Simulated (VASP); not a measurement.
# Ir (P6_3/mmc) in VASP: notebook

Runs on Ir. Level: PBE. Tasks: single point.

Everything below comes from runs of VASP 6.6.1. Logs are shortened: lines on timing, memory, paths and dates and some standing lists are left out, and cuts for length are marked.

## Step 1: The cell of the first run

Symmetry: P6_3/mmc, No. 194, hexagonal system. Conventional cell: a = 2.749 Å, b = 2.749 Å, c = 4.461 Å, α = 90.00°, β = 90.00°, γ = 120.00°. Within 3.6 Å of Ir (site symmetry -6m2) lie 12 Ir at 2.74 to 2.75 Å.

## Step 2: Single point, PBE, non-collinear spin, zero start, spin-orbit coupling

INCAR reads:

```
SYSTEM = Ir
PREC = Accurate ; ENCUT = 520
EDIFF = 1E-6 ; ISMEAR = 0
SIGMA = 0.05 ; LREAL = .False.
LASPH = .True. ; NELM = 150
ALGO = Normal ; ISIF = 2
LWAVE = .False. ; LCHARG = .False.
MAGMOM = 0 0 0 0 0 0 ; LORBIT = 11
LSORBIT = .True. ; GGA_COMPAT = .False.
LORBMOM = .True. ; LMAXMIX = 4
GGA = PE ; NBANDS = 30
```

KPOINTS reads:

```
regular mesh
0
Gamma
  18 18 10
  0 0 0
```

POSCAR reads:

```
Ir
1.0
    2.7493756555      0.0000000000      0.0000000000
   -1.3746878277      2.3810291622      0.0000000000
    0.0000000000      0.0000000000      4.4612316955
Ir
2
Direct
    0.3333333333      0.6666666667      0.7500000000
    0.6666666667      0.3333333333      0.2500000000
```

Potentials or basis: VASP PAW PBE potentials, release 64 (Ir).

Command:

```
> cat potpaw_PBE.64/Ir/POTCAR > POTCAR
> mpirun -np 1 vasp_ncl > vasp.out
```

OUTCAR:

```text
SYSTEM = Ir
   PREC = Accurate
   ENCUT = 520
   EDIFF = 1E-6
   ISMEAR = 0
   LREAL = .False.
   LASPH = .True.
   NELM = 150
   ISIF = 2
   LORBIT = 11
   LSORBIT = .True.
   GGA = PE

 ion  position               nearest neighbor table
   1  0.333  0.667  0.750-   2 2.74   2 2.74   2 2.74   2 2.74   2 2.74   2 2.74
   2  0.667  0.333  0.250-   1 2.74   1 2.74   1 2.74   1 2.74   1 2.74   1 2.74

  LATTYP: Found a hexagonal cell.
 ALAT       =     2.7493756555
 C/A-ratio  =     1.6226344649

  Lattice vectors:

 A1 = (   2.7493756555,   0.0000000000,   0.0000000000)
 A2 = (  -1.3746878277,   2.3810291622,   0.0000000000)
 A3 = (   0.0000000000,   0.0000000000,   4.4612316955)

Analysis of symmetry for initial positions (statically):
=====================================================================
 Subroutine PRICEL returns:
 Original cell was already a primitive cell.

 Routine SETGRP: Setting up the symmetry group for a
 hexagonal supercell.

 Subroutine GETGRP returns: Found 24 space group operations
 (whereof 12 operations were pure point group operations)
 out of a pool of 24 trial point group operations.

The static configuration has the point symmetry D_3d.
 The point group associated with its full space group is D_6h.

Analysis of symmetry for dynamics (positions and initial velocities):
=====================================================================
 Subroutine PRICEL returns:
 Original cell was already a primitive cell.

 Routine SETGRP: Setting up the symmetry group for a
 hexagonal supercell.

 Subroutine GETGRP returns: Found 24 space group operations
 (whereof 12 operations were pure point group operations)
 out of a pool of 24 trial point group operations.

The dynamic configuration has the point symmetry D_3d.
 The point group associated with its full space group is D_6h.

Analysis of structural, dynamic, and magnetic symmetry:
=====================================================================
 Subroutine PRICEL returns:
 Original cell was already a primitive cell.

 Routine SETGRP: Setting up the symmetry group for a
 hexagonal supercell.

 Subroutine GETGRP returns: Found 24 space group operations
 (whereof 12 operations were pure point group operations)
 out of a pool of 24 trial point group operations.

The overall configuration has the point symmetry D_3d.
 The point group associated with its full space group is D_6h.

 Subroutine INISYM returns: Found 24 space group operations
 (whereof 12 operations are pure point group operations),
 and found     1 'primitive' translations

----------------------------------------------------------------------------------------

                                     Primitive cell

  volume of cell :      29.2048

  direct lattice vectors                    reciprocal lattice vectors
     2.749375656  0.000000000  0.000000000     0.363718940  0.209993228  0.000000000
    -1.374687828  2.381029162  0.000000000     0.000000000  0.419986456  0.000000000
     0.000000000  0.000000000  4.461231696     0.000000000  0.000000000  0.224153343

  length of vectors
     2.749375656  2.749375655  4.461231696     0.419986456  0.419986456  0.224153343

  position of ions in fractional coordinates (direct lattice)
     0.333333333  0.666666667  0.750000000
     0.666666667  0.333333333  0.250000000

  ion indices of the primitive-cell ions
   primitive index   ion index
                 1           1
                 2           2

----------------------------------------------------------------------------------------

 KPOINTS: regular mesh

Automatic generation of k-mesh.
 Grid dimensions read from file:
 generate k-points for:   18   18   10

 Generating k-lattice:

  Cartesian coordinates                     Fractional coordinates (reciprocal lattice)
     0.020206608  0.011666290  0.000000000     0.055555556  0.000000000  0.000000000
     0.000000000  0.023332581  0.000000000     0.000000000  0.055555556  0.000000000
     0.000000000  0.000000000  0.022415334     0.000000000  0.000000000  0.100000000

  Length of vectors
     0.023332581  0.023332581  0.022415334

  Shift w.r.t. Gamma in fractional coordinates (k-lattice)
     0.000000000  0.000000000  0.000000000

 Subroutine IBZKPT returns following result:
 ===========================================

 Found    222 irreducible k-points:

 Following reciprocal coordinates:
            Coordinates               Weight
  0.000000  0.000000  0.000000      1.000000
  0.055556 -0.000000  0.000000      6.000000
  0.111111 -0.000000  0.000000      6.000000
  0.166667 -0.000000  0.000000      6.000000
  0.222222 -0.000000  0.000000      6.000000
[... 35 lines left out ...]
   LASPH  =      T    aspherical Exc in radial PAW
   ENCUT  =  520.0 eV  38.22 Ry    6.18 a.u.   5.11  5.11  8.29*2*pi/ulx,y,z
   NELM   =    150;   NELMIN=  2; NELMDL= -5     # of ELM steps
   EDIFF  = 0.1E-05   stopping-criterion for ELM
   LREAL  =      F    real-space projection
[... 7 lines left out ...]
   TEBEG  =    0.0;   TEEND  =   0.0 temperature during run
   PSTRESS=    0.0 pullay stress
   NELECT =      18.0000    total number of electrons
   NUPDOWN=      -1.0000    fix difference up-down
   EMIN   =  10.00;   EMAX   =-10.00  energy-range for DOS
   EFERMI =   0.00;   METHOD = LEGACY
   ISMEAR =     0;   SIGMA  =   0.05  broadening in eV -4-tet -1-fermi 0-gaus
   EFERMI_NEDOS =   21; number of points for ismear=-14 and -15
   IALGO  =     38    algorithm
   IMIX   =      4    mixing-type and parameters
     AMIX     =   0.40;   BMIX     =  1.00
     AMIX_MAG =   1.60;   BMIX_MAG =  1.00
  volume/ion in A,a.u.               =      14.60        98.54
  Fermi-wavevector in a.u.,A,eV,Ry     =   1.393203  2.632772 26.409116  1.941015
  Thomas-Fermi vector in A             =   2.516872
   LORBIT       =     11    0 simple, 1 ext, 2 COOP (PROOUT), +10 PAW based schemes
   GGA     = PE    functional components
   LHFCALC =     F    Hartree Fock is set to
   AEXX    =    0.0000 exact exchange contribution
   IVDW    =     0    specifies the selected vdW correction
   LEPSILON=     F    determine dielectric tensor
   LRPA    =     F    only Hartree local field effects (RPA)
 Gauss-broadening in eV      SIGMA  =   0.05
  energy-cutoff  :      520.00
  volume of cell :       29.20
 maximum number of plane-waves:      1602
   NGX = 11   NGY = 11   NGZ = 17

 number of electron      18.0000000 magnetization      -0.0000000      0.0000000     -0.0000000

 number of electron      18.0000000 magnetization      -0.0000000     -0.0000000     -0.0000000

 number of electron      18.0000000 magnetization       0.0000000      0.0000000      0.0000000

 number of electron      18.0000000 magnetization      -0.0000000      0.0000000      0.0000000

 Free energy of the ion-electron system (eV)
  ---------------------------------------------------
  ext. energy  EPLUGINS =         0.00000000
  ---------------------------------------------------
  free energy    TOTEN  =       -18.33439503 eV

  energy without entropy =      -18.33188235  energy(sigma->0) =      -18.33313869

 E-fermi :  10.0179     XC(G=0): -13.7991

 val. band max:       10.0166820721   @ k =   0.3333   0.2778   0.3000
 cond. band min:      10.0284099669   @ k =   0.0556  -0.0000   0.3000
 fundamental gap:      0.0117278949
 Fermi energy:        10.0179005899

 k-point     1 :       0.0000    0.0000    0.0000
  band No.  band energies     occupation
      1      -0.9131      1.00000
      2      -0.9131      1.00000
      3       2.0965      1.00000
      4       2.0965      1.00000
      5       5.8024      1.00000
      6       5.8024      1.00000
[... 781 lines left out ...]
     29      20.6475      0.00000
     30      20.6475      0.00000

 [... further k-points ...]
[... 5 lines left out ...]
  --------------------------------------------------------------------------------------
  -------------------------------------------------------------------------------------
  Total        0.1056899      0.1056899      0.1345693      0.0000000      0.0000000      0.0000000
  in kB        5.7981635      5.7981635      7.3824923      0.0000000      0.0000000      0.0000000
  external PRESSURE =       6.3262731 kB  Pullay stress =       0.0000000 kB

 VOLUME and BASIS-vectors are now :
 -----------------------------------------------------------------------------
  energy-cutoff  :      520.00
  volume of cell :       29.20
      direct lattice vectors                 reciprocal lattice vectors
     2.749375656  0.000000000  0.000000000     0.363718940  0.209993228  0.000000000
    -1.374687828  2.381029162  0.000000000     0.000000000  0.419986456  0.000000000
     0.000000000  0.000000000  4.461231696     0.000000000  0.000000000  0.224153343

 POSITION                                       TOTAL-FORCE (eV/Angst)
 -----------------------------------------------------------------------------------
     -0.00000      1.58735      3.34592        -0.000000      0.000000      0.000000
      1.37469      0.79368      1.11531         0.000000     -0.000000      0.000000
 -----------------------------------------------------------------------------------
    total drift:                                0.000000     -0.000000      0.000000

  FREE ENERGIE OF THE ION-ELECTRON SYSTEM (eV)
  ---------------------------------------------------
  free  energy   TOTEN  =       -18.3343950251 eV

  energy  without entropy=      -18.3318823508  energy(sigma->0) =      -18.33313869

 orbital moment (x)

 # of ion     p       d       tot
 ----------------------------------------
  1         0.000  -0.000  -0.000
  2        -0.000  -0.000  -0.000
 ----------------------------------------
           -0.000  -0.000  -0.000

 orbital moment (y)

 # of ion     p       d       tot
 ----------------------------------------
  1         0.000   0.000   0.000
  2        -0.000   0.000   0.000
 ----------------------------------------
            0.000   0.000   0.000

 orbital moment (z)

 # of ion     p       d       tot
 ----------------------------------------
  1         0.000   0.000   0.000
  2         0.000   0.000   0.000
 ----------------------------------------
            0.000   0.000   0.000

 Spin-Orbit-Coupling matrix elements

 Ion:    1  E_soc:     -0.7830734
 l=   1
     0.0000000    -0.0375221    -0.0376356
    -0.0375221     0.0000000    -0.0375221
    -0.0376356    -0.0375221     0.0000000
 l=   2
     0.0000000    -0.0198783     0.0000000    -0.0198783    -0.0720618
    -0.0198783     0.0000000    -0.0539379    -0.0194062    -0.0198783
     0.0000000    -0.0539379     0.0000000    -0.0539379     0.0000000
    -0.0198783    -0.0194062    -0.0539379     0.0000000    -0.0198783
    -0.0720618    -0.0198783     0.0000000    -0.0198783     0.0000000
 l=   3
     0.0000000     0.0000000     0.0000000     0.0000000     0.0000000     0.0000000     0.0000000
     0.0000000     0.0000000     0.0000000     0.0000000     0.0000000     0.0000000     0.0000000
     0.0000000     0.0000000     0.0000000     0.0000000     0.0000000     0.0000000     0.0000000
     0.0000000     0.0000000     0.0000000     0.0000000     0.0000000     0.0000000     0.0000000
     0.0000000     0.0000000     0.0000000     0.0000000     0.0000000     0.0000000     0.0000000
     0.0000000     0.0000000     0.0000000     0.0000000     0.0000000     0.0000000     0.0000000
     0.0000000     0.0000000     0.0000000     0.0000000     0.0000000     0.0000000     0.0000000

 Ion:    2  E_soc:     -0.7830734
 l=   1
     0.0000000    -0.0375221    -0.0376356
    -0.0375221     0.0000000    -0.0375221
    -0.0376356    -0.0375221     0.0000000
 l=   2
     0.0000000    -0.0198783     0.0000000    -0.0198783    -0.0720618
    -0.0198783     0.0000000    -0.0539379    -0.0194062    -0.0198783
     0.0000000    -0.0539379     0.0000000    -0.0539379     0.0000000
    -0.0198783    -0.0194062    -0.0539379     0.0000000    -0.0198783
    -0.0720618    -0.0198783     0.0000000    -0.0198783     0.0000000
 l=   3
     0.0000000     0.0000000     0.0000000     0.0000000     0.0000000     0.0000000     0.0000000
     0.0000000     0.0000000     0.0000000     0.0000000     0.0000000     0.0000000     0.0000000
     0.0000000     0.0000000     0.0000000     0.0000000     0.0000000     0.0000000     0.0000000
     0.0000000     0.0000000     0.0000000     0.0000000     0.0000000     0.0000000     0.0000000
     0.0000000     0.0000000     0.0000000     0.0000000     0.0000000     0.0000000     0.0000000
     0.0000000     0.0000000     0.0000000     0.0000000     0.0000000     0.0000000     0.0000000
     0.0000000     0.0000000     0.0000000     0.0000000     0.0000000     0.0000000     0.0000000

 total charge

# of ion       s       p       d       tot
------------------------------------------
    1        0.653   0.715   6.931   8.299
    2        0.653   0.715   6.931   8.299
--------------------------------------------------
tot          1.305   1.430  13.863  16.598

 magnetization (x)

# of ion       s       p       d       tot
------------------------------------------
    1       -0.000   0.000   0.000  -0.000
    2        0.000   0.000   0.000   0.000
--------------------------------------------------
tot          0.000   0.000   0.000   0.000

 magnetization (y)

# of ion       s       p       d       tot
------------------------------------------
    1        0.000   0.000   0.000   0.000
    2        0.000  -0.000   0.000   0.000
--------------------------------------------------
tot          0.000   0.000   0.000   0.000

 magnetization (z)

# of ion       s       p       d       tot
------------------------------------------
    1        0.000   0.000   0.000   0.000
    2        0.000   0.000   0.000   0.000
--------------------------------------------------
tot          0.000   0.000   0.000   0.000
```

It took 2.3 min on 1 thread of Intel Xeon 6975P-C (Granite Rapids), shared host; peak memory 0.39 GiB.

What came out:

* Free energy: -18.3344 eV
* Pressure: 0.6 GPa
* Net moment: 0.00 μB per cell
* Valence electrons inside the program's atomic spheres: Ir 8.30

Moments on the atoms (μB; x, y, z):
```
Ir  0.00 0.00 0.00
Ir  0.00 0.00 0.00
```

(Part 1 of 2 ends here.)
